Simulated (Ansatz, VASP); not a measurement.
# BePd: VASP beside Ansatz

The input INCAR:

```
PREC = Accurate
ENCUT = 520
EDIFF = 1E-6
ISMEAR = -1
SIGMA = 0.08
LREAL = F
LASPH = T
NELM = 80
ALGO = Normal
ISIF = 2
LWAVE = F
LCHARG = T
LELF = T
LVHAR = T
NBANDS = 13
```

The input KPOINTS:

```
regular mesh
0
Gamma
  12 12 12
```

POSCAR

```
BePd
1.0
    2.8130000000     -0.0140650000     -0.0140650000
   -0.0140650000      2.8130000000     -0.0140650000
   -0.0140650000     -0.0140650000      2.8130000000
Be Pd
1 1
Direct
    0.0000000000      0.0000000000      0.0000000000
    0.5000000000      0.5000000000      0.5000000000
```

Input for Ansatz:

```yaml
crystal:
  lattice:
    - [2.813, -0.014065, -0.014065]
    - [-0.014065, 2.813, -0.014065]
    - [-0.014065, -0.014065, 2.813]
  atoms:
    - { symbol: Be, position: [0.0, 0.0, 0.0] }
    - { symbol: Pd, position: [0.5, 0.5, 0.5] }
kpoints:
  mp_grid: { grid: [12, 12, 12] }
  band_path:
    path:
      - [0.0, 0.0, 0.0]
      - [0.5, 0.0, 0.0]
      - [0.5, -0.5, 0.5]
      - [0.4901240068, -0.5098759932, 0.4901240068]
      - [0.4901240068, 0.4901240068, 0.4901240068]
      - [0.0, 0.0, 0.0]
      - [0.5, -0.5, 0.0]
    npoints: 5
scf:
  occupations: { method: fermi_dirac, width: 0.08 }
hamiltonian:
  xc: lda
  pseudopotentials: { kind: all_electron, lapw: { basis_error: 0.001 } }
output:
  forces: true
  stress: true
  eigenvalues: true
```

Change from the starting cell: equal xy, yz and zx shear strains of -1 %.

Alike in both runs: task single point; functional LDA; k mesh 12 × 12 × 12; occupations fermi-dirac, width 0.08 eV; no spin polarisation.

|  | VASP | Ansatz |
| --- | --- | --- |
| version | VASP 6.6.1 | Ansatz 0.2.0 |
| potentials or method | VASP PAW LDA potentials, release 64 (Be, Pd), cutoff 520 eV | all-electron LAPW, scalar-relativistic |

|  | VASP | Ansatz | Ansatz less VASP |
| --- | --- | --- | --- |
| pressure (GPa) | -7.3 | -8.0 | -0.62 |
| traceless stress, the component that is largest in VASP (GPa) | 0.71 | 0.70 | -0.010 |

LDA's correlation is that of Perdew and Zunger in VASP and of Perdew and Wang (1992) in Ansatz. Ansatz ran all-electron here, and VASP with PAW potentials.
